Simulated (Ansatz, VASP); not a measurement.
**Cu: VASP beside Ansatz**

```
Cu
1.0
     0.00000    1.81406    1.81406
     1.81406    0.00000    1.81406
     1.81406    1.81406    0.00000
Cu
1
Direct
  0.00000 0.00000 0.00000
```

Alike in both runs: functional PBE; k mesh 10 × 10 × 10; occupations gaussian, width 0.1 eV; no spin polarisation.

Ansatz relaxed the structure, and its values are those at the end. VASP's run is a single point on that final structure, the one shown.

```csv
,VASP,Ansatz
version,VASP 6.6.1,Ansatz 0.2.0
potentials or method,"VASP PAW PBE potentials, release 64 (Cu), cutoff 600 eV","scalar-relativistic, plane waves, PAW"
valence electrons in the cell,11,19
```

```tsv
	VASP	Ansatz	Ansatz less VASP
gap on the k mesh at the Fermi level (eV)	none	none	-
pressure (GPa)	1.0	0.3	-0.74
```

A gap of «none» marks a metal or a gap that the smearing closes. The functional is the same, so the differences come from potentials, cutoffs and numerics. VASP's potentials hold 11 valence electrons a cell and Ansatz's 19, so a difference there can come from the potentials and not from the codes.
